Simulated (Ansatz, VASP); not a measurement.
**Two plane-wave programs on NaH**

```xyz
2
Lattice="0.0000 2.3975 2.3975 2.3975 0.0000 2.3975 2.3975 2.3975 0.0000" Properties=species:S:1:pos:R:3 pbc="T T T"
Na    0.0000    0.0000    0.0000
H     2.3975    2.3975    2.3975
```

Alike in both runs: task single point; functional PBE; k mesh 6 × 6 × 6; no spin polarisation.

|  | VASP | Ansatz |
| --- | --- | --- |
| version | VASP 6.6.1 | Ansatz 0.2.0 |
| potentials or method | VASP PAW PBE potentials, release 64 (Na_pv, H) | plane waves |
| plane-wave cutoff (eV) | 500 | 420 |
| occupations | methfessel-paxton of order 1, width 0.5 eV | cold, width 0.5 eV |
| valence electrons in the cell | 8 | 10 |

```tsv
	VASP	Ansatz	Ansatz less VASP
gap on the k mesh at the Fermi level (eV)	3.85	3.85	0.000
pressure (GPa)	0.5	0.6	+0.09
```

VASP's potentials hold 8 valence electrons a cell and Ansatz's 10, so a difference there can come from the potentials and not from the codes.
